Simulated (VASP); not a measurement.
Wanted: the native input for a VASP 6.6.1 run.

| Quantity | Value |
| --- | --- |
| Task | single point |
| Functional | PBE |
| Potentials or basis | VASP PAW PBE potentials, release 64 (Cu, F) |
| Cutoff | 520 eV |
| k mesh | 9 × 9 × 4 |
| Occupations | methfessel-paxton, width 0.001 eV |
| Spin | no spin polarisation |
| Dipole correction | no |
| Further INCAR settings | ALGO = Normal; EDIFF = 1e-07; NBANDS = 26 |

The structure of CuF lies in POSCAR:

```
CuF
1.0
    2.7625361970      0.0000000000      0.0000000000
   -1.3812680985      2.3924265254      0.0000000000
    0.0000000000      0.0000000000      6.4019833364
Cu F
2 2
Direct
    0.0000000000      0.0000000000      0.0000000000
    0.0000000000      0.0000000000      0.5000000000
    0.3333333333      0.6666666667      0.2500000000
    0.6666666667      0.3333333333      0.7500000000
```

One way to write it, as run:

INCAR

```
PREC = Accurate ; ENCUT = 520
EDIFF = 1E-7 ; ISMEAR = 1
SIGMA = 0.001 ; LREAL = False
LASPH = True ; NELM = 80
ALGO = Normal ; ISIF = 2
LWAVE = False ; LCHARG = False
GGA = PE ; NBANDS = 26
```

KPOINTS

```
regular mesh
0
Gamma
  9 9 4
```

Potentials or basis: VASP PAW PBE potentials, release 64 (Cu, F).

Command:

```bash
$ cat potpaw_PBE.64/Cu/POTCAR potpaw_PBE.64/F/POTCAR > POTCAR
$ mpirun -np 1 vasp_std > vasp.out
```

Results of the run:

| Quantity | Value |
| --- | --- |
| Pressure | 6.2 GPa |
| Band gap on the k mesh | zero (band 18 reaches 4.83 eV, above the bottom of band 19 at 4.41 eV) |

Caveat: semilocal functionals often make such compounds metallic where correlation or magnetic order opens a gap, which also shifts bond lengths.

Wall time 110 s on 1 thread of AMD EPYC 7R13, with other jobs on the host, peak memory 0.15 GiB.
